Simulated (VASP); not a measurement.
# P (Imma) in VASP: a series of runs, part 3 of 3

VASP 6.6.1. The steps go on from the part before.

## Step 4: Single point, PBEsol (strain +0.000 along x and y, -0.030 along z)

INCAR reads:

```
PREC = Accurate
ENCUT = 520
EDIFF = 1E-7
ISMEAR = 0
SIGMA = 0.15
LREAL = F
LASPH = T
NELM = 80
ALGO = Normal
ISIF = 2
LWAVE = F
LCHARG = T
GGA = PS
LELF = T
LVHAR = T
NBANDS = 12
```

KPOINTS reads:

```
Automatic mesh
0
Gamma
  18 18 18
```

POSCAR reads:

```
P
1.0
   -1.6915100431      2.5151650373      1.8031758117
    1.6915100431     -2.5151650373      1.8031758117
    1.6915100431      2.5151650373     -1.8031758117
P
2
Direct
    0.8033091100      0.0533091100      0.7500000000
    0.1966908900      0.9466908900      0.2500000000
```

Potentials or basis: VASP PAW PBE potentials, release 64 (P).

On the command line:

```console
cat potpaw_PBE.64/P/POTCAR > POTCAR
mpirun -np 1 vasp_std > vasp.out
```

OUTCAR:

```text
PREC = Accurate
   ENCUT = 520
   EDIFF = 1E-7
   ISMEAR = 0
   LREAL = F
   LASPH = T
   NELM = 80
   ISIF = 2
   GGA = PS

 ion  position               nearest neighbor table
   1  0.803  0.053  0.750-   2 2.21   2 2.21   2 2.54   2 2.54   2 2.77   2 2.77
   2  0.197  0.947  0.250-   1 2.21   1 2.21   1 2.54   1 2.54   1 2.77   1 2.77

  LATTYP: Found a body centered orthorhombic cell.
 ALAT       =     3.3830200862
 B/A-ratio  =     1.0660154334
 C/A-ratio  =     1.4869347348

  Lattice vectors:

 A1 = (   1.6915100431,  -2.5151650373,  -1.8031758117)
 A2 = (  -1.6915100431,  -2.5151650373,   1.8031758117)
 A3 = (  -1.6915100431,   2.5151650373,  -1.8031758117)

Analysis of symmetry for initial positions (statically):
=====================================================================
 Subroutine PRICEL returns:
 Original cell was already a primitive cell.

 Routine SETGRP: Setting up the symmetry group for a
 body centered orthorhombic supercell.

 Subroutine GETGRP returns: Found  8 space group operations
 (whereof  4 operations were pure point group operations)
 out of a pool of  8 trial point group operations.

The static configuration has the point symmetry C_2h.
 The point group associated with its full space group is D_2h.

Analysis of symmetry for dynamics (positions and initial velocities):
=====================================================================
 Subroutine PRICEL returns:
 Original cell was already a primitive cell.

 Routine SETGRP: Setting up the symmetry group for a
 body centered orthorhombic supercell.

 Subroutine GETGRP returns: Found  8 space group operations
 (whereof  4 operations were pure point group operations)
 out of a pool of  8 trial point group operations.

The dynamic configuration has the point symmetry C_2h.
 The point group associated with its full space group is D_2h.

 Subroutine INISYM returns: Found  8 space group operations
 (whereof  4 operations are pure point group operations),
 and found     1 'primitive' translations

----------------------------------------------------------------------------------------

                                     Primitive cell

  volume of cell :      30.6859

  direct lattice vectors                    reciprocal lattice vectors
    -1.691510043  2.515165037  1.803175812     0.000000000  0.198794112  0.277288547
     1.691510043 -2.515165037  1.803175812     0.295593870  0.000000000  0.277288547
     1.691510043  2.515165037 -1.803175812     0.295593870  0.198794112  0.000000000

  length of vectors
     3.526854746  3.526854746  3.526854746     0.341186220  0.405295786  0.356223013

  position of ions in fractional coordinates (direct lattice)
     0.803309110  0.053309110  0.750000000
     0.196690890  0.946690890  0.250000000

  ion indices of the primitive-cell ions
   primitive index   ion index
                 1           1
                 2           2

----------------------------------------------------------------------------------------

 KPOINTS: Automatic mesh

Automatic generation of k-mesh.
 Grid dimensions read from file:
[... 45 lines left out ...]
 -0.277778  0.055556  0.000000      8.000000
 [... further k-points ...]
   k-points           NKPTS =    865   k-points in BZ     NKDIM =    865   number of bands    NBANDS=     12
   number of dos      NEDOS =    301   number of ions     NIONS =      2
   total plane-waves  NPLWV =  21952
   dimension x,y,z NGX =    28 NGY =   28 NGZ =   28
   dimension x,y,z NGXF=    56 NGYF=   56 NGZF=   56
   ions per type =               2
   NGX,Y,Z   is equivalent  to a cutoff of  13.20, 13.20, 13.20 a.u.
   NGXF,Y,Z  is equivalent  to a cutoff of  26.40, 26.40, 26.40 a.u.
 SYSTEM =  unknown system
   PREC   = accura    normal or accurate (medium, high low for compatibility)
   ISTART =      0    job   : 0-new  1-cont  2-samecut
   ICHARG =      2    charge: 1-file 2-atom 10-const
   ISPIN  =      1    spin polarized calculation?
   LNONCOLLINEAR =      F non collinear calculations
   LSORBIT =      F    spin-orbit coupling
   LASPH  =      T    aspherical Exc in radial PAW
   ENCUT  =  520.0 eV  38.22 Ry    6.18 a.u.   6.56  6.56  6.56*2*pi/ulx,y,z
   NELM   =     80;   NELMIN=  2; NELMDL= -5     # of ELM steps
   EDIFF  = 0.1E-06   stopping-criterion for ELM
   LREAL  =      F    real-space projection
   EDIFFG = 0.1E-05   stopping-criterion for IOM
   NSW    =      0    number of steps for IOM
   IBRION =     -1    ionic relax: 0-MD 1-quasi-New 2-CG
   NFREE  =      0    steps in history (QN), initial steepest desc. (CG)
   ISIF   =      2    stress and relaxation
   ISYM   =      2    0-nonsym 1-usesym 2-fastsym
   POTIM  = 0.5000    time-step for ionic-motion
   TEBEG  =    0.0;   TEEND  =   0.0 temperature during run
   PSTRESS=    0.0 pullay stress
   NELECT =      10.0000    total number of electrons
   NUPDOWN=      -1.0000    fix difference up-down
   EMIN   =  10.00;   EMAX   =-10.00  energy-range for DOS
   EFERMI =   0.00;   METHOD = LEGACY
   ISMEAR =     0;   SIGMA  =   0.15  broadening in eV -4-tet -1-fermi 0-gaus
   EFERMI_NEDOS =   21; number of points for ismear=-14 and -15
   IALGO  =     38    algorithm
   IMIX   =      4    mixing-type and parameters
     AMIX     =   0.40;   BMIX     =  1.00
     AMIX_MAG =   1.60;   BMIX_MAG =  1.00
  volume/ion in A,a.u.               =      15.34       103.54
  Fermi-wavevector in a.u.,A,eV,Ry     =   1.126579  2.128926 17.268256  1.269181
  Thomas-Fermi vector in A             =   2.263262
   LORBIT       =      0    0 simple, 1 ext, 2 COOP (PROOUT), +10 PAW based schemes
   GGA     = PS    functional components
   LHFCALC =     F    Hartree Fock is set to
   AEXX    =    0.0000 exact exchange contribution
   IVDW    =     0    specifies the selected vdW correction
   LEPSILON=     F    determine dielectric tensor
   LRPA    =     F    only Hartree local field effects (RPA)
 non-spin polarized calculation
 Gauss-broadening in eV      SIGMA  =   0.15
  energy-cutoff  :      520.00
  volume of cell :       30.69
 maximum number of plane-waves:       849
   NGX = 13   NGY = 13   NGZ = 13

 number of electron      10.0000000 magnetization

 number of electron       9.9999999 magnetization

 Free energy of the ion-electron system (eV)
  ---------------------------------------------------
  ext. energy  EPLUGINS =         0.00000000
  ---------------------------------------------------
  free energy    TOTEN  =       -11.53645394 eV

  energy without entropy =      -11.53401662  energy(sigma->0) =      -11.53523528

 E-fermi :   9.3015     XC(G=0): -11.1009

 val. band max:        9.2865339223   @ k =   0.5000  -0.4444   0.4444
 cond. band min:       9.3061122074   @ k =   0.2778   0.2778   0.2222
 fundamental gap:      0.0195782851
 Fermi energy:         9.3014620814

 k-point     1 :       0.0000    0.0000    0.0000
  band No.  band energies     occupation
      1      -7.3673      2.00000
      2       6.1727      2.00000
      3       6.3103      2.00000
      4       6.6839      2.00000
      5       7.3381      2.00000
      6      10.8003      0.00000
      7      11.5532      0.00000
      8      13.8925      0.00000
      9      14.1751      0.00000
     10      15.6692      0.00000
     11      16.0107      0.00000
     12      16.4040      0.00000
[... 331 lines left out ...]
 k-point    24 :      -0.2778    0.0556    0.0000
  band No.  band energies     occupation
      1      -6.4763      2.00000
      2       1.6993      2.00000
      3       5.5062      2.00000
      4       7.2480      2.00000
      5       8.5684      2.00000
      6      10.4100      0.00000
      7      11.0410      0.00000
      8      12.1525      0.00000
      9      15.0004      0.00000
     10      15.7779      0.00000
     11      16.7957      0.00000
     12      20.2480      0.00000

 [... further k-points ...]

------------------------ aborting loop because EDIFF is reached ----------------------------------------

  FORCE on cell =-STRESS in cart. coord.  units (eV):
  Direction    XX          YY          ZZ          XY          YZ          ZX
  --------------------------------------------------------------------------------------
  -------------------------------------------------------------------------------------
  Total        0.6762815     -0.4549415      0.9891283      0.0000000      0.0000000      0.0000000
  in kB       35.3101014    -23.7534672     51.6444992      0.0000000      0.0000000      0.0000000
  external PRESSURE =      21.0670445 kB  Pullay stress =       0.0000000 kB

 VOLUME and BASIS-vectors are now :
 -----------------------------------------------------------------------------
  energy-cutoff  :      520.00
  volume of cell :       30.69
      direct lattice vectors                 reciprocal lattice vectors
    -1.691510043  2.515165037  1.803175812     0.000000000  0.198794112  0.277288547
     1.691510043 -2.515165037  1.803175812     0.295593870  0.000000000  0.277288547
     1.691510043  2.515165037 -1.803175812     0.295593870  0.198794112  0.000000000

 POSITION                                       TOTAL-FORCE (eV/Angst)
 -----------------------------------------------------------------------------------
      0.00000      3.77275      0.19225        -0.000000      0.000000     -0.772642
      1.69151     -1.25758      1.61092         0.000000     -0.000000      0.772642
 -----------------------------------------------------------------------------------
    total drift:                                0.000000     -0.000000     -0.000000

  FREE ENERGIE OF THE ION-ELECTRON SYSTEM (eV)
  ---------------------------------------------------
  free  energy   TOTEN  =       -11.5364539361 eV

  energy  without entropy=      -11.5340166180  energy(sigma->0) =      -11.53523528
```

Wall time 4.8 min (1 thread of Intel Xeon Platinum 8375C at 2.90GHz (Ice Lake), shared host); peak memory 0.35 GiB.

Results:

| Property | Result |
| --- | --- |
| Free energy | -11.5365 eV |
| Pressure | 2.1 GPa |
| Largest force | 0.773 eV/Å |
| Band gap on the k mesh | zero (bands 5 and 6 overlap by 1.28 eV) |

Forces on the atoms (eV/Å):
```
P    0.000  0.000 -0.773
P    0.000  0.000  0.773
```

Stress tensor (GPa, compression positive):
```
 3.53  0.00  0.00
 0.00 -2.38  0.00
 0.00  0.00  5.16
```

Caveat: the cell differs from its parent crystal (strain +0.000 along x and y, -0.030 along z); the PAW data sets were made with another functional, which shifts forces and pressure a little.

## Step 5: Single point, PBEsol (strain -0.015 along x and y, +0.000 along z)

INCAR reads:

```
ALGO = Normal ; EDIFF = 1E-7
ENCUT = 520 ; GGA = PS
ISIF = 2 ; ISMEAR = 0
LASPH = True ; LCHARG = True
LELF = True ; LREAL = False
LVHAR = True ; LWAVE = False
NBANDS = 12 ; NELM = 80
PREC = Accurate ; SIGMA = 0.15
```

KPOINTS reads:

```
k-points
0
Gamma
  18 18 18
```

POSCAR reads:

```
P
1.0
   -1.6661373925      2.4774375617      1.8589441358
    1.6661373925     -2.4774375617      1.8589441358
    1.6661373925      2.4774375617     -1.8589441358
P
2
Direct
    0.8033091100      0.0533091100      0.7500000000
    0.1966908900      0.9466908900      0.2500000000
```

Potentials or basis: VASP PAW PBE potentials, release 64 (P).

On the command line:

```console
cat potpaw_PBE.64/P/POTCAR > POTCAR
mpirun -np 1 vasp_std > vasp.out
```

OUTCAR:

```text
EDIFF = 1E-7
   ENCUT = 520
   GGA = PS
   ISIF = 2
   ISMEAR = 0
   LASPH = True
   LREAL = False
   NELM = 80
   PREC = Accurate

 ion  position               nearest neighbor table
   1  0.803  0.053  0.750-   2 2.22   2 2.22   2 2.51   2 2.51   2 2.80   2 2.80
   2  0.197  0.947  0.250-   1 2.22   1 2.22   1 2.51   1 2.51   1 2.80   1 2.80

  LATTYP: Found a body centered orthorhombic cell.
 ALAT       =     3.3322747850
 B/A-ratio  =     1.1157207948
 C/A-ratio  =     1.4869347347

[... 553 lines left out ...]

  FORCE on cell =-STRESS in cart. coord.  units (eV):
  Direction    XX          YY          ZZ          XY          YZ          ZX
  --------------------------------------------------------------------------------------
  -------------------------------------------------------------------------------------
  Total        0.8296515      0.4867555      0.1606238      0.0000000      0.0000000      0.0000000
  in kB       43.3078312     25.4086489      8.3845683      0.0000000      0.0000000      0.0000000
  external PRESSURE =      25.7003495 kB  Pullay stress =       0.0000000 kB

 VOLUME and BASIS-vectors are now :
 -----------------------------------------------------------------------------
  energy-cutoff  :      520.00
  volume of cell :       30.69
      direct lattice vectors                 reciprocal lattice vectors
    -1.666137393  2.477437562  1.858944136     0.000000000  0.201821433  0.268969890
     1.666137393 -2.477437562  1.858944136     0.300095300  0.000000000  0.268969890
     1.666137393  2.477437562 -1.858944136     0.300095300  0.201821433  0.000000000

 POSITION                                       TOTAL-FORCE (eV/Angst)
 -----------------------------------------------------------------------------------
      0.00000      3.71616      0.19820         0.000000      0.000000     -0.538486
      1.66614     -1.23872      1.66075        -0.000000     -0.000000      0.538486
 -----------------------------------------------------------------------------------
    total drift:                                0.000000     -0.000000     -0.000000

  FREE ENERGIE OF THE ION-ELECTRON SYSTEM (eV)
  ---------------------------------------------------
  free  energy   TOTEN  =       -11.5411676677 eV

  energy  without entropy=      -11.5380622311  energy(sigma->0) =      -11.53961495
```

OSZICAR:

```text
N       E                     dE             d eps       ncg     rms          rms(c)
DAV:   1     0.172742076607E+02    0.17274E+02   -0.44479E+03 20768   0.718E+02
DAV:   2    -0.105841110994E+02   -0.27858E+02   -0.26580E+02 27220   0.112E+02
DAV:   3    -0.115932345436E+02   -0.10091E+01   -0.10033E+01 27032   0.196E+01
DAV:   4    -0.115992434173E+02   -0.60089E-02   -0.60073E-02 24648   0.181E+00
DAV:   5    -0.115992867206E+02   -0.43303E-04   -0.43302E-04 27168   0.149E-01    0.722E+00
DAV:   6    -0.115600238927E+02    0.39263E-01   -0.14326E-02 24636   0.675E-01    0.427E+00
DAV:   7    -0.115412458776E+02    0.18778E-01   -0.24369E-02 24784   0.932E-01    0.113E-01
DAV:   8    -0.115411480806E+02    0.97797E-04   -0.28440E-03 23720   0.357E-01    0.904E-02
DAV:   9    -0.115411606978E+02   -0.12617E-04   -0.98072E-05 26112   0.682E-02    0.614E-02
DAV:  10    -0.115411670170E+02   -0.63192E-05   -0.69942E-06 25032   0.165E-02    0.192E-02
DAV:  11    -0.115411675489E+02   -0.53189E-06   -0.13649E-06 25260   0.805E-03    0.350E-03
DAV:  12    -0.115411676746E+02   -0.12569E-06   -0.95146E-08 15952   0.185E-03    0.140E-03
DAV:  13    -0.115411676677E+02    0.69217E-08   -0.19159E-08 13224   0.981E-04
   1 F= -.11541168E+02 E0= -.11539615E+02  d E =-.310544E-02
```

stdout:

```text
POSCAR found type information on POSCAR P
 POSCAR found :  1 types and       2 ions
 scaLAPACK will be used
 -----------------------------------------------------------------------------
|                                                                             |
|                                                                             |
|     You enforced a specific xc type in the INCAR file but a different       |
|     I HOPE YOU KNOW WHAT YOU ARE DOING!                                     |
|                                                                             |
 -----------------------------------------------------------------------------

 LDA part: xc-table for (Slater+PW92), standard interpolation
 POSCAR, INCAR and KPOINTS ok, starting setup
 FFT: planning ... GRIDC
 FFT: planning ... GRID_SOFT
 FFT: planning ... GRID
 WAVECAR not read
 entering main loop
```

Run time: 4.5 min. Hardware: 1 thread of Intel Xeon Platinum 8375C at 2.90GHz (Ice Lake), shared host; peak memory 0.35 GiB.

Results:

- Free energy: -11.5412 eV
- Pressure: 2.6 GPa
- Largest force: 0.538 eV/Å
- Band gap on the k mesh: zero (bands 5 and 6 overlap by 1.04 eV)

Forces in eV/Å, atoms in the order of the input:
```
P    0.000  0.000 -0.538
P    0.000  0.000  0.538
```

Caveat: the cell differs from its parent crystal (strain -0.015 along x and y, +0.000 along z); the PAW data sets were made with another functional, which shifts forces and pressure a little.

## Step 6: The runs side by side

```csv
cell,gap on the mesh (eV),pressure (GPa),largest force (eV/Å)
"a = 3.662 Å, angles 123.2, 90.0, 117.0°, 2 atoms",none,-8.2,0.22
"a = 3.509 Å, angles 124.2, 91.9, 113.9°, 2 atoms",none,3.1,0.35
"a = 3.527 Å, angles 122.7, 89.0, 118.5°, 2 atoms",none,2.1,0.77
"a = 3.517 Å, angles 123.4, 90.4, 116.2°, 2 atoms",none,2.6,0.54
```

Alike in all rows: task single point; level PBEsol; potentials or basis VASP PAW PBE potentials, release 64 (P); no spin polarisation; k mesh 18 × 18 × 18; cutoff (eV) 520; smearing gaussian 0.15 eV.

Caveats: the PAW data sets were made with another functional, which shifts forces and pressure a little; the cell stands under tension (at least some runs); the cell stands under pressure (at least some runs).

Absolute energies hang on the potentials; compare differences alone.
